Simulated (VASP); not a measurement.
# SrO (Fm-3m) in VASP: a series of runs

Runs on SrO. Level: PBEsol. Tasks: single point.

Everything below comes from runs of VASP 6.6.1. Logs are shortened: lines on timing, memory, paths and dates and some standing lists are left out, and cuts for length are marked.

## (1) The cell of the first run

It takes space group Fm-3m (No. 225, cubic). The conventional cell has a = 4.975 Å, b = 4.975 Å, c = 4.975 Å, α = 90.00°, β = 90.00°, γ = 90.00°. Sr (site symmetry m-3m) has 6 O at 2.49 Å within 3.3 Å. Within 3.3 Å of O (site symmetry m-3m) lie 6 Sr at 2.49 Å.

## (2) Single point, PBEsol

Contents of INCAR:

```
SYSTEM = SrO
PREC     = Accurate       ! precision mode
ENCUT    = 600            ! plane-wave cutoff, eV
EDIFF    = 1E-6           ! SCF threshold, eV
ISMEAR   = 0              ! smearing method
SIGMA    = 0.01           ! smearing width, eV
LREAL    = .FALSE.        ! projectors in reciprocal space
LASPH    = .TRUE.         ! aspherical terms in the spheres
NELM     = 120            ! most SCF steps
ALGO     = Normal         ! electronic algorithm
ISIF     = 2              ! what is computed and relaxed
LWAVE    = .FALSE.        ! write WAVECAR
LCHARG   = .TRUE.         ! write CHGCAR
GGA      = PS             ! functional
LELF     = .TRUE.         ! ELF
LVHAR    = .TRUE.       
NBANDS   = 15             ! bands
GGA_COMPAT= .FALSE.
```

Contents of KPOINTS:

```
regular mesh
0
G
  8 8 8
  0 0 0
```

Contents of POSCAR:

```
SrO
1.0
    2.4876519283      2.4876519283      0.0000000000
   -2.4876519283      2.4876519283      0.0000000000
    0.0000000000      2.4876519283      2.4876519283
Sr O
1 1
Direct
    0.5000000000      0.5000000000      0.0000000000
    0.0000000000      0.0000000000      0.0000000000
```

Potentials or basis: VASP PAW PBE potentials, release 64 (Sr_sv, O).

Run with:

```sh
> cat potpaw_PBE.64/Sr_sv/POTCAR potpaw_PBE.64/O/POTCAR > POTCAR
> mpirun -np 1 vasp_std > vasp.out
```

OUTCAR:

```text
SYSTEM = SrO
   PREC = Accurate
   ENCUT = 600
   EDIFF = 1E-6
   ISMEAR = 0
   LREAL = .FALSE.
   LASPH = .TRUE.
   NELM = 120
   ISIF = 2
   GGA = PS

 ion  position               nearest neighbor table
   1  0.500  0.500  0.000-   2 2.49   2 2.49   2 2.49   2 2.49   2 2.49   2 2.49
   2  0.000  0.000  0.000-   1 2.49   1 2.49   1 2.49   1 2.49   1 2.49   1 2.49

  LATTYP: Found a face centered cubic cell.
 ALAT       =     4.9753038566

  Lattice vectors:

 A1 = (   0.0000000000,   2.4876519283,   2.4876519283)
 A2 = (   2.4876519283,   0.0000000000,   2.4876519283)
 A3 = (   2.4876519283,   2.4876519283,   0.0000000000)

Analysis of symmetry for initial positions (statically):
=====================================================================
 Subroutine PRICEL returns:
 Original cell was already a primitive cell.

 Routine SETGRP: Setting up the symmetry group for a
 face centered cubic supercell.

 Subroutine GETGRP returns: Found 48 space group operations
 (whereof 48 operations were pure point group operations)
 out of a pool of 48 trial point group operations.

The static configuration has the point symmetry O_h .

Analysis of symmetry for dynamics (positions and initial velocities):
=====================================================================
 Subroutine PRICEL returns:
 Original cell was already a primitive cell.

 Routine SETGRP: Setting up the symmetry group for a
 face centered cubic supercell.

 Subroutine GETGRP returns: Found 48 space group operations
 (whereof 48 operations were pure point group operations)
 out of a pool of 48 trial point group operations.

The dynamic configuration has the point symmetry O_h .

 Subroutine INISYM returns: Found 48 space group operations
 (whereof 48 operations are pure point group operations),
 and found     1 'primitive' translations

----------------------------------------------------------------------------------------

                                     Primitive cell

  volume of cell :      30.7892

  direct lattice vectors                    reciprocal lattice vectors
     2.487651928  2.487651928  0.000000000     0.200992749  0.200992749 -0.200992749
    -2.487651928  2.487651928  0.000000000    -0.200992749  0.200992749 -0.200992749
     0.000000000  2.487651928  2.487651928     0.000000000  0.000000000  0.401985498

  length of vectors
     3.518071095  3.518071095  3.518071095     0.348129653  0.348129653  0.401985498

  position of ions in fractional coordinates (direct lattice)
     0.500000000  0.500000000  0.000000000
     0.000000000  0.000000000  0.000000000

  ion indices of the primitive-cell ions
   primitive index   ion index
                 1           1
                 2           2

----------------------------------------------------------------------------------------

 KPOINTS: regular mesh

Automatic generation of k-mesh.
 Grid dimensions read from file:
 generate k-points for:    8    8    8

 Generating k-lattice:

  Cartesian coordinates                     Fractional coordinates (reciprocal lattice)
     0.025124094  0.025124094 -0.025124094     0.125000000  0.000000000  0.000000000
    -0.025124094  0.025124094 -0.025124094     0.000000000  0.125000000  0.000000000
     0.000000000  0.000000000  0.050248187     0.000000000  0.000000000  0.125000000

  Length of vectors
     0.043516207  0.043516207  0.050248187

  Shift w.r.t. Gamma in fractional coordinates (k-lattice)
     0.000000000  0.000000000  0.000000000

 Subroutine IBZKPT returns following result:
 ===========================================

 Found     29 irreducible k-points:

 Following reciprocal coordinates:
            Coordinates               Weight
  0.000000  0.000000  0.000000      1.000000
  0.125000  0.000000  0.000000      8.000000
  0.250000  0.000000  0.000000      8.000000
  0.375000  0.000000  0.000000      8.000000
  0.500000  0.000000  0.000000      4.000000
  0.125000  0.125000  0.000000     12.000000
[... 16 lines left out ...]
  0.375000  0.250000  0.125000     48.000000
  0.500000  0.250000  0.125000     24.000000
 [... further k-points ...]
   k-points           NKPTS =     29   k-points in BZ     NKDIM =     29   number of bands    NBANDS=     15
   number of dos      NEDOS =    301   number of ions     NIONS =      2
   total plane-waves  NPLWV =  21952
   dimension x,y,z NGX =    28 NGY =   28 NGZ =   28
   dimension x,y,z NGXF=    56 NGYF=   56 NGZF=   56
   ions per type =               1   1
   NGX,Y,Z   is equivalent  to a cutoff of  13.23, 13.23, 13.23 a.u.
   NGXF,Y,Z  is equivalent  to a cutoff of  26.46, 26.46, 26.46 a.u.
 SYSTEM =  SrO
   PREC   = accura    normal or accurate (medium, high low for compatibility)
   ISTART =      0    job   : 0-new  1-cont  2-samecut
   ICHARG =      2    charge: 1-file 2-atom 10-const
   ISPIN  =      1    spin polarized calculation?
   LNONCOLLINEAR =      F non collinear calculations
   LSORBIT =      F    spin-orbit coupling
   LASPH  =      T    aspherical Exc in radial PAW
   ENCUT  =  600.0 eV  44.10 Ry    6.64 a.u.   7.03  7.03  7.03*2*pi/ulx,y,z
   NELM   =    120;   NELMIN=  2; NELMDL= -5     # of ELM steps
   EDIFF  = 0.1E-05   stopping-criterion for ELM
   LREAL  =      F    real-space projection
   EDIFFG = 0.1E-04   stopping-criterion for IOM
   NSW    =      0    number of steps for IOM
   IBRION =     -1    ionic relax: 0-MD 1-quasi-New 2-CG
   NFREE  =      0    steps in history (QN), initial steepest desc. (CG)
   ISIF   =      2    stress and relaxation
   ISYM   =      2    0-nonsym 1-usesym 2-fastsym
   POTIM  = 0.5000    time-step for ionic-motion
   TEBEG  =    0.0;   TEEND  =   0.0 temperature during run
   PSTRESS=    0.0 pullay stress
   NELECT =      16.0000    total number of electrons
   NUPDOWN=      -1.0000    fix difference up-down
   EMIN   =  10.00;   EMAX   =-10.00  energy-range for DOS
   EFERMI =   0.00;   METHOD = LEGACY
   ISMEAR =     0;   SIGMA  =   0.01  broadening in eV -4-tet -1-fermi 0-gaus
   EFERMI_NEDOS =   21; number of points for ismear=-14 and -15
   IALGO  =     38    algorithm
   IMIX   =      4    mixing-type and parameters
     AMIX     =   0.40;   BMIX     =  1.00
     AMIX_MAG =   1.60;   BMIX_MAG =  1.00
  volume/ion in A,a.u.               =      15.39       103.89
  Fermi-wavevector in a.u.,A,eV,Ry     =   1.316180  2.487219 23.569770  1.732329
  Thomas-Fermi vector in A             =   2.446310
   LORBIT       =      0    0 simple, 1 ext, 2 COOP (PROOUT), +10 PAW based schemes
   GGA     = PS    functional components
   LHFCALC =     F    Hartree Fock is set to
   AEXX    =    0.0000 exact exchange contribution
   IVDW    =     0    specifies the selected vdW correction
   LEPSILON=     F    determine dielectric tensor
   LRPA    =     F    only Hartree local field effects (RPA)
 non-spin polarized calculation
 Gauss-broadening in eV      SIGMA  =   0.01
  energy-cutoff  :      600.00
  volume of cell :       30.79
 maximum number of plane-waves:      1036
   NGX = 13   NGY = 13   NGZ = 13

 number of electron      16.0000003 magnetization

 Free energy of the ion-electron system (eV)
  ---------------------------------------------------
  ext. energy  EPLUGINS =         0.00000000
  ---------------------------------------------------
  free energy    TOTEN  =       -12.54399210 eV

  energy without entropy =      -12.54399210  energy(sigma->0) =      -12.54399210

 E-fermi :   2.0352     XC(G=0): -10.7603

 val. band max:        1.9849288478   @ k =   0.0000   0.0000   0.0000
 cond. band min:       5.0430860417   @ k =   0.5000   0.5000   0.0000
 fundamental gap:      3.0581571939
 Fermi energy:         2.0351956829

 k-point     1 :       0.0000    0.0000    0.0000
  band No.  band energies     occupation
      1     -29.9416      2.00000
      2     -13.1373      2.00000
      3     -11.4669      2.00000
      4     -11.4669      2.00000
      5     -11.4669      2.00000
      6       1.9849      2.00000
      7       1.9849      2.00000
      8       1.9849      2.00000
      9       6.5465      0.00000
     10       8.3391      0.00000
     11       8.3391      0.00000
     12       8.3391      0.00000
     13      10.7708      0.00000
     14      10.7708      0.00000
     15      14.9301      0.00000

 k-point     2 :       0.1250    0.0000    0.0000
  band No.  band energies     occupation
      1     -29.9104      2.00000
      2     -13.5212      2.00000
      3     -11.4824      2.00000
      4     -11.4824      2.00000
      5     -11.1555      2.00000
      6       1.4891      2.00000
      7       1.7431      2.00000
      8       1.7431      2.00000
      9       7.2912      0.00000
     10       8.1733      0.00000
     11       8.6852      0.00000
     12       8.6852      0.00000
     13      11.2574      0.00000
     14      11.2574      0.00000
     15      16.0613      0.00000

 k-point     3 :       0.2500    0.0000    0.0000
  band No.  band energies     occupation
      1     -29.8336      2.00000
      2     -14.1838      2.00000
      3     -11.5191      2.00000
      4     -11.5191      2.00000
      5     -10.6686      2.00000
      6       0.5683      2.00000
      7       1.2289      2.00000
      8       1.2289      2.00000
      9       8.1631      0.00000
     10       8.8998      0.00000
     11       9.6309      0.00000
     12       9.6309      0.00000
     13      12.4582      0.00000
     14      12.4582      0.00000
     15      18.4088      0.00000
[... 343 lines left out ...]
 k-point    23 :       0.3750    0.2500    0.1250
  band No.  band energies     occupation
      1     -29.7156      2.00000
      2     -14.4316      2.00000
      3     -11.9832      2.00000
      4     -11.7121      2.00000
      5     -10.6722      2.00000
      6       0.3022      2.00000
      7       0.8952      2.00000
      8       1.4616      2.00000
      9       7.6590      0.00000
     10       9.6921      0.00000
     11      11.5961      0.00000
     12      11.6079      0.00000
     13      13.9445      0.00000
     14      14.9854      0.00000
     15      17.3712      0.00000

 k-point    24 :       0.5000    0.2500    0.1250
  band No.  band energies     occupation
      1     -29.6894      2.00000
      2     -14.5165      2.00000
      3     -12.0136      2.00000
      4     -11.7944      2.00000
      5     -10.6421      2.00000
      6       0.2462      2.00000
      7       1.0185      2.00000
      8       1.1459      2.00000
      9       8.6313      0.00000
     10       9.0129      0.00000
     11      12.1082      0.00000
     12      12.1166      0.00000
     13      14.5475      0.00000
     14      15.9142      0.00000
     15      16.4684      0.00000

 [... further k-points ...]
[... 5 lines left out ...]
  --------------------------------------------------------------------------------------
  -------------------------------------------------------------------------------------
  Total        2.0868533      2.0868533      2.0868533     -0.0000000      0.0000000     -0.0000000
  in kB      108.5934575    108.5934575    108.5934575     -0.0000000      0.0000000     -0.0000000
  external PRESSURE =     108.5934575 kB  Pullay stress =       0.0000000 kB

 VOLUME and BASIS-vectors are now :
 -----------------------------------------------------------------------------
  energy-cutoff  :      600.00
  volume of cell :       30.79
      direct lattice vectors                 reciprocal lattice vectors
     2.487651928  2.487651928  0.000000000     0.200992749  0.200992749 -0.200992749
    -2.487651928  2.487651928  0.000000000    -0.200992749  0.200992749 -0.200992749
     0.000000000  2.487651928  2.487651928     0.000000000  0.000000000  0.401985498

 POSITION                                       TOTAL-FORCE (eV/Angst)
 -----------------------------------------------------------------------------------
      0.00000      2.48765      0.00000         0.000000      0.000000      0.000000
      0.00000      0.00000      0.00000        -0.000000     -0.000000      0.000000
 -----------------------------------------------------------------------------------
    total drift:                               -0.000000      0.000000     -0.000000

  FREE ENERGIE OF THE ION-ELECTRON SYSTEM (eV)
  ---------------------------------------------------
  free  energy   TOTEN  =       -12.5439921011 eV

  energy  without entropy=      -12.5439921011  energy(sigma->0) =      -12.54399210
```

Run time: 7.9 s. Hardware: 1 thread of Intel Xeon 6975P-C (Granite Rapids), shared host; peak memory 0.17 GiB.

What came out:

* Free energy: -12.5440 eV
* Pressure: 10.9 GPa
* Band gap on the k mesh: 3.06 eV

Caveat: the cell stands under pressure; the PAW data sets were made with another functional, which shifts forces and pressure a little.

## (3) Single point, PBEsol

This run uses another cell than the first one, of 16.46 Å³/atom.

Contents of INCAR:

```
SYSTEM = SrO
PREC = Accurate
ENCUT = 600
EDIFF = 1E-6
ISMEAR = 0
SIGMA = 0.01
LREAL = .FALSE.
LASPH = .TRUE.
NELM = 120
ALGO = Normal
ISIF = 2
LWAVE = .FALSE.
LCHARG = .TRUE.
GGA = PS
LELF = .TRUE.
LVHAR = .TRUE.
NBANDS = 15
GGA_COMPAT = .FALSE.
```

KPOINTS is that of step 2.

Contents of POSCAR:

```
SrO
1.0
    2.5438864128      2.5438864128      0.0000000000
   -2.5438864128      2.5438864128      0.0000000000
    0.0000000000      2.5438864128      2.5438864128
Sr O
1 1
Direct
    0.5000000000      0.5000000000      0.0000000000
    0.0000000000      0.0000000000      0.0000000000
```

Potentials or basis: VASP PAW PBE potentials, release 64 (Sr_sv, O).

Run with:

```sh
> cat potpaw_PBE.64/Sr_sv/POTCAR potpaw_PBE.64/O/POTCAR > POTCAR
> mpirun -np 1 vasp_std > vasp.out
```

OUTCAR:

```text
SYSTEM = SrO
   PREC = Accurate
   ENCUT = 600
   EDIFF = 1E-6
   ISMEAR = 0
   LREAL = .FALSE.
   LASPH = .TRUE.
   NELM = 120
   ISIF = 2
   GGA = PS

 ion  position               nearest neighbor table
   1  0.500  0.500  0.000-   2 2.54   2 2.54   2 2.54   2 2.54   2 2.54   2 2.54
   2  0.000  0.000  0.000-   1 2.54   1 2.54   1 2.54   1 2.54   1 2.54   1 2.54

  LATTYP: Found a face centered cubic cell.
 ALAT       =     5.0877728256

  Lattice vectors:

 A1 = (   0.0000000000,   2.5438864128,   2.5438864128)
 A2 = (   2.5438864128,   0.0000000000,   2.5438864128)
 A3 = (   2.5438864128,   2.5438864128,   0.0000000000)

Analysis of symmetry for initial positions (statically):
=====================================================================
 Subroutine PRICEL returns:
 Original cell was already a primitive cell.

 Routine SETGRP: Setting up the symmetry group for a
 face centered cubic supercell.

 Subroutine GETGRP returns: Found 48 space group operations
 (whereof 48 operations were pure point group operations)
 out of a pool of 48 trial point group operations.

The static configuration has the point symmetry O_h .

Analysis of symmetry for dynamics (positions and initial velocities):
[... 166 lines left out ...]

 k-point     1 :       0.0000    0.0000    0.0000
  band No.  band energies     occupation
      1     -30.4891      2.00000
      2     -13.3978      2.00000
      3     -12.1061      2.00000
      4     -12.1061      2.00000
      5     -12.1061      2.00000
      6       1.6405      2.00000
      7       1.6405      2.00000
      8       1.6405      2.00000
      9       5.6917      0.00000
     10       7.8684      0.00000
     11       7.8684      0.00000
     12       7.8684      0.00000
     13      10.1372      0.00000
     14      10.1372      0.00000
[... 401 lines left out ...]
      2     -14.6493      2.00000
      3     -12.5491      2.00000
      4     -12.3688      2.00000
      5     -11.2824      2.00000
      6      -0.0100      2.00000
      7       0.7342      2.00000
      8       0.8285      2.00000
      9       8.0507      0.00000
     10       8.4101      0.00000
     11      11.1856      0.00000
     12      11.3394      0.00000
     13      13.5626      0.00000
     14      14.8578      0.00000
     15      15.2709      0.00000

 [... further k-points ...]
[... 5 lines left out ...]
  --------------------------------------------------------------------------------------
  -------------------------------------------------------------------------------------
  Total        0.5385931      0.5385931      0.5385931      0.0000000     -0.0000000     -0.0000000
  in kB       26.2088670     26.2088670     26.2088670      0.0000000     -0.0000000     -0.0000000
  external PRESSURE =      26.2088670 kB  Pullay stress =       0.0000000 kB

 VOLUME and BASIS-vectors are now :
 -----------------------------------------------------------------------------
  energy-cutoff  :      600.00
  volume of cell :       32.92
      direct lattice vectors                 reciprocal lattice vectors
     2.543886413  2.543886413  0.000000000     0.196549656  0.196549656 -0.196549656
    -2.543886413  2.543886413  0.000000000    -0.196549656  0.196549656 -0.196549656
     0.000000000  2.543886413  2.543886413     0.000000000  0.000000000  0.393099313

 POSITION                                       TOTAL-FORCE (eV/Angst)
 -----------------------------------------------------------------------------------
      0.00000      2.54389      0.00000         0.000000      0.000000      0.000000
      0.00000      0.00000      0.00000        -0.000000     -0.000000      0.000000
 -----------------------------------------------------------------------------------
    total drift:                               -0.000000      0.000000      0.000000

  FREE ENERGIE OF THE ION-ELECTRON SYSTEM (eV)
  ---------------------------------------------------
  free  energy   TOTEN  =       -12.6331531385 eV

  energy  without entropy=      -12.6331531385  energy(sigma->0) =      -12.63315314
```

Wall time 10 s (1 thread of Intel Xeon 6975P-C (Granite Rapids), shared host); peak memory 0.18 GiB.

Results:

```yaml
Free_energy: -12.6332 eV
Pressure: 2.6 GPa
Band_gap_on_the_k_mesh: 3.13 eV (least direct gap 3.19 eV)
```

Caveat: the PAW data sets were made with another functional, which shifts forces and pressure a little.

(Part 1 of 2 ends here.)
